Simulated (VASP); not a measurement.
PtSe (rocksalt type), 2 atoms in the cell. The structure is cubic, space group Fm-3m (No. 225). The conventional cell has a = 5.288 Å, b = 5.288 Å, c = 5.288 Å, α = 90.00°, β = 90.00°, γ = 90.00°. Pt (site symmetry m-3m) has 6 Se at 2.64 Å within 3.5 Å. Se (site symmetry m-3m) has 6 Pt at 2.64 Å within 3.5 Å. 

```yaml
Program: VASP 6.6.1
Task: single point
Functional: PBEsol
Potentials_or_basis: VASP PAW PBE potentials, release 64 (Pt, Se)
Cutoff: 520 eV
k_mesh: 11 × 11 × 11
Occupations: fermi-dirac, width 0.03 eV
Spin: no spin polarisation
Dipole_correction: no
Further_INCAR_settings: ALGO = Normal; EDIFF = 1e-06; NBANDS = 15
```

Potentials or basis: VASP PAW PBE potentials, release 64 (Pt, Se).

The run is started by

```sh
$ cat potpaw_PBE.64/Pt/POTCAR potpaw_PBE.64/Se/POTCAR > POTCAR
$ mpirun -np 1 vasp_std > vasp.out
```

Hardware: 1 thread of Intel Xeon 6975P-C, on a shared host.

Q: How long does it take, and how much memory?

A: It took 22 s on 1 thread of Intel Xeon 6975P-C (shared host), peak memory 0.18 GiB. Counts: scf iterations 11, k points 56.
